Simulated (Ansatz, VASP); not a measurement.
## In in VASP and in Ansatz

```xyz
1
Lattice="0.0000 2.4534 2.4534 2.4534 0.0000 2.4534 2.4534 2.4534 0.0000" Properties=species:S:1:pos:R:3 pbc="T T T"
In    0.0000    0.0000    0.0000
```

Alike in both runs: task single point; functional revPBE; k mesh 13 × 13 × 13; occupations fermi-dirac, width 0.1 eV; no spin polarisation.

|  | VASP | Ansatz |
| --- | --- | --- |
| version | VASP 6.6.1 | Ansatz 0.2.0 |
| potentials or method | VASP PAW PBE potentials, release 64 (In_d), cutoff 520 eV | plane waves (420 eV) with PAW, scalar-relativistic |
| valence electrons in the cell | 13 | 13 |

```csv
,VASP,Ansatz,Ansatz less VASP
pressure (GPa),-1.1,-1.1,+0.04
```

VASP's potentials were made for PBE, not for revPBE.
